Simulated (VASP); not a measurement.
# AlAs (F-43m) in VASP: G0W0 quasiparticle levels with PBE

Aim: the G0W0 quasiparticle levels of AlAs with PBE.

Program: VASP 6.6.1. These are calculated values, not measurements. Logs are shortened: lines on timing, memory, paths and dates and some standing lists are left out, and cuts for length are marked.

### Step 1. The cell of the first run

Symmetry: F-43m, No. 216, cubic system. The conventional cell has a = 5.905 Å, b = 5.905 Å, c = 5.905 Å, α = 90.00°, β = 90.00°, γ = 90.00°. Al (site symmetry -43m) has 4 As at 2.56 Å within 3.4 Å. As (site symmetry -43m) has 4 Al at 2.56 Å within 3.4 Å.

### Step 2. G0W0 quasiparticle levels, PBE

Contents of POSCAR:

```
AlAs
1.0
    0.0000000000      2.9524816232      2.9524816232
    2.9524816232      0.0000000000      2.9524816232
    2.9524816232      2.9524816232      0.0000000000
Al As
1 1
Direct
    0.0000000000      0.0000000000      0.0000000000
    0.2500000000      0.2500000000      0.2500000000
```

Contents of INCAR.step1:

```
PREC = Accurate ; ENCUT = 500
EDIFF = 1E-8 ; ISMEAR = 0
SIGMA = 0.01 ; LREAL = F
LASPH = T ; NELM = 100
ALGO = Normal ; LWAVE = T
LCHARG = F ; GGA = PE
```

Contents of INCAR.step2:

```
PREC = Accurate ; ENCUT = 500
EDIFF = 1E-8 ; ISMEAR = 0
SIGMA = 0.01 ; LREAL = F
LASPH = T ; NELM = 1
ALGO = Exact ; LWAVE = T
LCHARG = F ; GGA = PE
NBANDS = 218 ; LOPTICS = T
ISTART = 1
```

Contents of INCAR.step3:

```
PREC = Accurate ; ENCUT = 500
EDIFF = 1E-8 ; ISMEAR = 0
SIGMA = 0.01 ; LREAL = F
LASPH = T ; ALGO = EVGW0
LWAVE = F ; LCHARG = F
GGA = PE ; NELMGW = 1
NBANDS = 218 ; ENCUTGW = 150.0
NOMEGA = 96 ; PRECFOCK = Fast
ISTART = 1 ; NBANDSGW = 12
OMEGAMAX = 20
```

Contents of KPOINTS:

```
Automatic mesh
0
Gamma
  4 4 4
```

Potentials or basis: VASP PAW PBE potentials, release 64 (Al_GW, As_GW).

On the command line:

```console
cat potpaw_PBE.64/Al_GW/POTCAR potpaw_PBE.64/As_GW/POTCAR > POTCAR
cp INCAR.step1 INCAR
mpirun -np 1 vasp_std > vasp.out
cp INCAR.step2 INCAR
mpirun -np 1 vasp_std > vasp.out
cp INCAR.step3 INCAR
mpirun -np 1 vasp_std > vasp.out
```

OUTCAR:

```text
PREC = Accurate
   ENCUT = 500
   EDIFF = 1E-8
   ISMEAR = 0
   LREAL = F
   LASPH = T
   GGA = PE
   NELMGW = 1
   ENCUTGW = 150.0
   PRECFOCK = Fast
   ISTART = 1

 ion  position               nearest neighbor table
   1  0.000  0.000  0.000-   2 2.56   2 2.56   2 2.56   2 2.56
   2  0.250  0.250  0.250-   1 2.56   1 2.56   1 2.56   1 2.56

  LATTYP: Found a face centered cubic cell.
 ALAT       =     5.9049632464

  Lattice vectors:

 A1 = (   0.0000000000,   2.9524816232,   2.9524816232)
 A2 = (   2.9524816232,   0.0000000000,   2.9524816232)
 A3 = (   2.9524816232,   2.9524816232,   0.0000000000)

Analysis of symmetry for initial positions (statically):
=====================================================================
 Subroutine PRICEL returns:
 Original cell was already a primitive cell.

 Routine SETGRP: Setting up the symmetry group for a
 face centered cubic supercell.

 Subroutine GETGRP returns: Found 24 space group operations
 (whereof 24 operations were pure point group operations)
 out of a pool of 48 trial point group operations.

The static configuration has the point symmetry T_d .

Analysis of symmetry for dynamics (positions and initial velocities):
=====================================================================
 Subroutine PRICEL returns:
 Original cell was already a primitive cell.

 Routine SETGRP: Setting up the symmetry group for a
 face centered cubic supercell.

 Subroutine GETGRP returns: Found 24 space group operations
 (whereof 24 operations were pure point group operations)
 out of a pool of 48 trial point group operations.

The dynamic configuration has the point symmetry T_d .

 Subroutine INISYM returns: Found 24 space group operations
 (whereof 24 operations are pure point group operations),
 and found     1 'primitive' translations

----------------------------------------------------------------------------------------

[... 71 lines left out ...]
   LSORBIT =      F    spin-orbit coupling
   LASPH  =      T    aspherical Exc in radial PAW
   ENCUT  =  500.0 eV  36.75 Ry    6.06 a.u.   7.61  7.61  7.61*2*pi/ulx,y,z
   NELM   =     60;   NELMIN=  2; NELMDL=  0     # of ELM steps
   EDIFF  = 0.1E-07   stopping-criterion for ELM
   LREAL  =      F    real-space projection
   EDIFFG = 0.1E-06   stopping-criterion for IOM
   NSW    =      0    number of steps for IOM
   IBRION =     -1    ionic relax: 0-MD 1-quasi-New 2-CG
   NFREE  =      0    steps in history (QN), initial steepest desc. (CG)
   ISIF   =      0    stress and relaxation
   ISYM   =      3    0-nonsym 1-usesym 2-fastsym
   POTIM  = 0.5000    time-step for ionic-motion
   TEBEG  =    0.0;   TEEND  =   0.0 temperature during run
   PSTRESS=    0.0 pullay stress
   NELECT =       8.0000    total number of electrons
   NUPDOWN=      -1.0000    fix difference up-down
   EMIN   =  10.00;   EMAX   =-10.00  energy-range for DOS
   EFERMI =   0.00;   METHOD = LEGACY
   ISMEAR =     0;   SIGMA  =   0.01  broadening in eV -4-tet -1-fermi 0-gaus
   EFERMI_NEDOS =   21; number of points for ismear=-14 and -15
   IALGO  =     38    algorithm
   IMIX   =      4    mixing-type and parameters
     AMIX     =   0.40;   BMIX     =  1.00
     AMIX_MAG =   1.60;   BMIX_MAG =  1.00
  volume/ion in A,a.u.               =      25.74       173.68
  Fermi-wavevector in a.u.,A,eV,Ry     =   0.880186  1.663310 10.540798  0.774727
  Thomas-Fermi vector in A             =   2.000511
   LORBIT       =      0    0 simple, 1 ext, 2 COOP (PROOUT), +10 PAW based schemes
   GGA     = PE    functional components
   LHFCALC =     T    Hartree Fock is set to
   PRECFOCK=fast      Normal, Fast or Accurate (Low or Medium for compatibility)
   ENCUT4O =  -1.0   cutoff for four orbital integrals eV
   NKREDX  =     1    reduce k-point grid by
   NKREDY  =     1    reduce k-point grid by
   NKREDZ  =     1    reduce k-point grid by
   AEXX    =    1.0000 exact exchange contribution
   HFSCREEN=    0.0000 screening length (either q_TF or 0.3 A-1)
   HFSCREENC=   0.0000 screening length for correlation (either q_TF or 0.3 A-1)
   ENCUTFOCK=  -1.0 apply spherical cutoff to Coloumb kernel
   IVDW    =     0    specifies the selected vdW correction
   LEPSILON=     F    determine dielectric tensor
   LRPA    =     F    only Hartree local field effects (RPA)
   LRPAFORCE           =     F    calculate RPA forces
   ENCUTGW             = 150.0    cutoff for response function in eV
   ENCUTGWSOFT         = 120.0    soft cutoff for Coulomb kernel in GW response function in eV
   ENCUTLF             =  -1.0    cutoff for local field effects
   NELMGW              =     1    number of iterations in solving QP/BSE equation
   NELMHF              =     1    number of iterations in the inner HF iteration
   NKREDLFX            =     1    NKREDLFY  =   1   NKREDLFZ  =   1
 non-spin polarized calculation
 Gauss-broadening in eV      SIGMA  =   0.01
  energy-cutoff  :      500.00
  volume of cell :       51.47
 maximum number of plane-waves:      1323
  NGX = 18; NGY = 18; NGZ = 18
   NGX = 15   NGY = 15   NGZ = 15
 maximum number of plane-waves:       228
 NGX is ok and might be reduce to    18

 QP shifts <psi_nk| G(iteration)W_0 |psi_nk>: iteration 1
 for sc-GW calculations column KS-energies equals QP-energies in previous step
 and V_xc(KS)=  KS-energies - (<T + V_ion + V_H > + <T+V_H+V_ion>^1  + <V_x>^1)

 k-point   1 :       0.0000    0.0000    0.0000
  band No.  KS-energies  QP-energies   sigma(KS)   V_xc(KS)     V^pw_x(r,r')   Z            occupation Imag(sigma)

      1      -8.7028      -9.0717     -11.3961     -10.7922     -17.5461       0.6110       2.0000       0.9429
      2       2.5054       1.9302     -11.7763     -11.0052     -12.9306       0.7459       2.0000       0.0346
      3       2.5054       1.9302     -11.7763     -11.0052     -12.9306       0.7459       2.0000       0.0346
      4       2.5054       1.9302     -11.7763     -11.0052     -12.9306       0.7459       2.0000       0.0346
      5       3.5805       3.8610      -9.3739      -9.7455      -5.7634       0.7549       0.0000      -0.0669
      6       6.5498       6.6308      -8.7163      -8.8260      -4.3223       0.7383       0.0000      -0.0960
      7       6.5498       6.6308      -8.7163      -8.8260      -4.3223       0.7383       0.0000      -0.0960
      8       6.5498       6.6308      -8.7163      -8.8260      -4.3223       0.7383       0.0000      -0.0960
      9      10.7133      10.5201      -7.2622      -7.0026      -2.0583       0.7441       0.0000      -0.2719
     10      11.2429      11.2518      -8.6803      -8.6925      -3.4281       0.7282       0.0000      -0.2421
     11      11.2429      11.2518      -8.6803      -8.6925      -3.4281       0.7282       0.0000      -0.2421
     12      13.4901      13.2527      -7.5229      -7.2000      -1.8366       0.7352       0.0000      -0.5204
[... 100 lines left out ...]
      1      -7.0899      -7.4092     -12.1690     -11.6889     -17.6053       0.6650       2.0000       0.7575
      2      -2.2842      -2.8665     -10.5504      -9.6951     -13.5960       0.6807       2.0000       0.1912
      3      -0.2279      -0.8827     -10.5461      -9.6299     -12.5492       0.7146       2.0000       0.0829
      4       0.0669      -0.5708     -10.4516      -9.5666     -12.2448       0.7206       2.0000       0.0687
      5       6.7699       6.6918      -8.5528      -8.4483      -4.3294       0.7472       0.0000      -0.0968
      6       7.4706       7.6542      -9.6778      -9.9306      -5.0744       0.7264       0.0000      -0.1267
      7       7.7105       7.8090      -8.5174      -8.6525      -3.6155       0.7291       0.0000      -0.1444
      8       8.3992       8.3184      -8.2776      -8.1686      -3.6401       0.7411       0.0000      -0.1327
      9      12.2086      12.1895      -9.4355      -9.4083      -3.3343       0.7022       0.0000      -0.4660
     10      13.8378      13.8705      -9.7031      -9.7486      -3.5794       0.7194       0.0000      -0.5621
     11      14.2295      14.1721      -8.9579      -8.8780      -2.8107       0.7185       0.0000      -0.6121
     12      15.3326      15.3716      -9.2450      -9.2990      -3.1058       0.7219       0.0000      -0.6556
```

OUTCAR.step2:

```text
PREC = Accurate
   ENCUT = 500
   EDIFF = 1E-8
   ISMEAR = 0
   LREAL = F
[... 688 lines left out ...]
     0.00000    24.95944    24.95944    24.95944     0.00000    -0.00000     0.00000
     1.84197    21.65087    21.65087    21.65087     0.00000    -0.00000     0.00000
     3.68393    30.55508    30.55508    30.55508     0.00000     0.00000     0.00000
     5.52590   -12.66022   -12.66022   -12.66022    -0.00000    -0.00000    -0.00000
     7.36787    -3.21964    -3.21964    -3.21964    -0.00000     0.00000     0.00000
     9.20983    -3.24144    -3.24144    -3.24144     0.00000    -0.00000     0.00000
[... 92 lines left out ...]
   180.51276     0.99177     0.99177     0.99177    -0.00000    -0.00000    -0.00000
   182.35472     0.99194     0.99194     0.99194    -0.00000    -0.00000    -0.00000
```

Wall time 3.6 min (1 thread of Intel Xeon Platinum 8375C at 2.90GHz (Ice Lake), shared host); peak memory 0.62 GiB.

What came out:

```
Quasiparticle gap                                   : 1.93 eV
Least direct quasiparticle gap                      : 1.93 eV
Band gap of the starting levels on the mesh         : 1.08 eV
Least direct gap of the starting levels on the mesh : 1.08 eV
```

Caveat: the k points lie up to 0.46 Å⁻¹ apart; bands, screening cutoff and mesh are small and nothing is extrapolated, so the quasiparticle values aren't converged.
